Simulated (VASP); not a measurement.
Crystal: Al3B2W.

```
Al B W
1.0
     2.77138    1.60006    3.14438
    -2.77138    1.60006    3.14438
     0.00000   -3.20012    3.14438
Al B W
3 2 1
Cartesian
  0.0000 1.6001 3.1444
  -1.3857 -0.8000 3.1444
  1.3857 -0.8000 3.1444
  0.0000 0.0000 7.1994
  0.0000 0.0000 2.2338
  0.0000 0.0000 0.0000
```

The cell was generated, and may not be a known phase.

```yaml
Program: VASP 6.6.1
Task: relaxation of cell and atoms
Functional: PBE
Potentials_or_basis: VASP PAW PBE potentials, release 64 (Al, B, W_sv)
Cutoff: 500 eV
k_mesh: 4 × 4 × 4
Occupations: gaussian, width 0.2 eV
Spin: no spin polarisation
```

At the start: pressure 25.4 GPa; volume 13.94 Å³/atom.

**Question.** How do energy, volume and symmetry change on relaxing?

**Answer.** Over 19 steps the energy falls by 493.9 meV/atom and the volume is 16.23 Å³/atom (+16.4 %); space group R-3m (No. 166, to 0.1 Å) before and after.

Step by step:
| step | energy change (eV) | largest force (eV/Å) | pressure (GPa) | volume (Å³) |
| --- | --- | --- | --- | --- |
| 1 | 0.0000 | 5.7597 | 25.37 | 83.66 |
| 2 | -1.3915 | 1.7263 | -8.70 | 113.00 |
| 3 | -2.1478 | 0.6340 | -1.46 | 99.97 |
| 4 | -2.1479 | 0.7115 | -1.15 | 99.62 |
| 5 | -2.2210 | 0.4571 | -0.20 | 98.30 |
| 6 | -2.3386 | 0.3588 | 3.24 | 94.54 |
| 7 | -2.3699 | 0.3258 | 3.14 | 94.51 |
| 8 | -2.4583 | 0.2154 | 2.92 | 94.39 |
| 9 | -2.6180 | 0.0186 | 2.82 | 94.01 |
| 10 | -2.8228 | 0.0067 | 4.91 | 92.68 |
| 11 | -1.3752 | 0.9557 | 21.27 | 88.04 |
| 12 | -2.8398 | 0.3300 | 6.04 | 92.33 |
| 13 | -2.7472 | 0.6181 | 9.34 | 91.08 |
| 14 | -2.8439 | 0.4245 | 6.91 | 91.97 |
| 15 | -2.9500 | 0.0281 | 1.02 | 96.67 |
| 16 | -2.9505 | 0.0023 | 1.40 | 96.33 |
| 17 | -2.9619 | 0.0517 | 0.54 | 97.02 |
| 18 | -2.9634 | 0.0801 | 0.10 | 97.41 |
| 19 | -2.9634 | 0.0783 | 0.12 | 97.38 |

Final structure:
```
Al B W
1.0
     2.67001    1.54153    3.94340
    -2.67001    1.54153    3.94340
     0.00000   -3.08307    3.94340
Al B W
3 2 1
Direct
  0.50000 0.50000 0.00000
  0.00000 0.50000 0.50000
  0.50000 0.00000 0.50000
  0.82140 0.82140 0.82140
  0.17860 0.17860 0.17860
  0.00000 0.00000 0.00000
```

Caveat: the k points lie up to 0.36 Å⁻¹ apart in the final cell, too coarse for converged energies and pressures of a metal; the volume moved by over 15 % at a fixed basis, so the end points are rough; the relaxation stopped at a loose force limit of 0.08 eV/Å, so its end isn't a converged minimum.
